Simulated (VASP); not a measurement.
Set up this calculation in VASP 6.6.1, as the native input.

- Task: single point
- Functional: r2SCAN
- Potentials or basis: VASP PAW PBE potentials, release 64 (W_sv)
- Cutoff: 520 eV
- k mesh: 14 × 14 × 14
- Occupations: fermi-dirac, width 0.2 eV
- Spin: no spin polarisation
- Dipole correction: no
- Further INCAR settings: ALGO = Normal; EDIFF = 1e-07; NBANDS = 13

Crystal: W.

```
W
1.0
     0.00000    2.03000    2.03000
     2.03000    0.00000    2.03000
     2.03000    2.03000    0.00000
W
1
Direct
  0.00000 0.00000 0.00000
```

These files were run (other wordings do the same):

POSCAR

```
W
1.0
    0.0000000000      2.0300000000      2.0300000000
    2.0300000000      0.0000000000      2.0300000000
    2.0300000000      2.0300000000      0.0000000000
W
1
Direct
    0.0000000000      0.0000000000      0.0000000000
```

INCAR.step1

```
SYSTEM = W
PREC = Accurate ; ENCUT = 520
ISMEAR = -1 ; SIGMA = 0.2
LREAL = .False. ; LASPH = .True.
NELM = 100 ; NBANDS = 13
GGA = PE ; ALGO = Normal
EDIFF = 1E-4 ; LWAVE = .True.
LCHARG = .False.
```

INCAR.step2

```
SYSTEM = W
PREC = Accurate ; ENCUT = 520
EDIFF = 1E-7 ; ISMEAR = -1
SIGMA = 0.2 ; LREAL = .False.
LASPH = .True. ; NELM = 100
ALGO = Normal ; ISIF = 2
LWAVE = .False. ; LCHARG = .True.
METAGGA = R2SCAN ; LMIXTAU = .True.
LELF = .True. ; LVHAR = .True.
NBANDS = 13 ; ISTART = 1
```

KPOINTS

```
Automatic mesh
0
Gamma
  14 14 14
  0 0 0
```

Potentials or basis: VASP PAW PBE potentials, release 64 (W_sv).

The run is started by

```console
$ cat potpaw_PBE.64/W_sv/POTCAR > POTCAR
$ cp INCAR.step1 INCAR
$ mpirun -np 1 vasp_std > vasp.out
$ cp INCAR.step2 INCAR
$ mpirun -np 1 vasp_std > vasp.out
```

Results of the run:

```yaml
Pressure: -7.3 GPa
Band_gap_on_the_k_mesh: zero (band 7 reaches 12.98 eV, above the bottom of band 8 at 9.52 eV)
```

Caveat: the PAW data sets were made with another functional, which shifts forces and pressure a little; spin-orbit coupling is left out, which moves the levels of the heavy elements.

Run time: 30 s on 1 thread of Intel(R) Xeon(R) 6975P-C (Granite Rapids), with other jobs on the host, peak memory 0.16 GiB.
